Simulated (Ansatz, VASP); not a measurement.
**Mo2Cl3 in VASP and in Ansatz**

```
CELL_PARAMETERS angstrom
4.26820 0.00000 0.00000
-2.13410 3.69637 0.00000
0.00000 0.00000 6.64063
ATOMIC_POSITIONS crystal
Mo 0.33333 0.66667 0.24500
Mo 0.66667 0.33333 0.75500
Cl 0.00000 0.00000 0.00000
Cl 0.33333 0.66667 0.64500
Cl 0.66667 0.33333 0.35500
```

Alike in both runs: task single point; functional PBE; k mesh 6 × 6 × 4; occupations gaussian, width 0.1 eV; collinear spin.

```csv
,VASP,Ansatz
version,VASP 6.6.1,Ansatz 0.2.0
potentials or method,"VASP PAW PBE potentials, release 64 (Mo_sv, Cl), cutoff 520 eV","scalar-relativistic, plane waves, PAW"
valence electrons in the cell,49,49
```

```tsv
	VASP	Ansatz	Ansatz less VASP
gap on the k mesh at the Fermi level (eV)	none	none	-
pressure (GPa)	7.1	7.0	-0.14
traceless stress, the component that is largest in VASP (GPa)	1.47	1.50	+0.028
rms of the force components (eV/Å)	0.496	0.491	-0.0049
net moment per atom (μB)	1.76	1.76	-0.003
size of the moment on the site where the two differ most (μB)	3.51	2.97	-0.544
```

Site moments also hang on the region over which each program counts them. Atom by atom the forces differ by 0.007 eV/Å (rms over components). A gap of «none» marks a metal or a gap that the smearing closes.
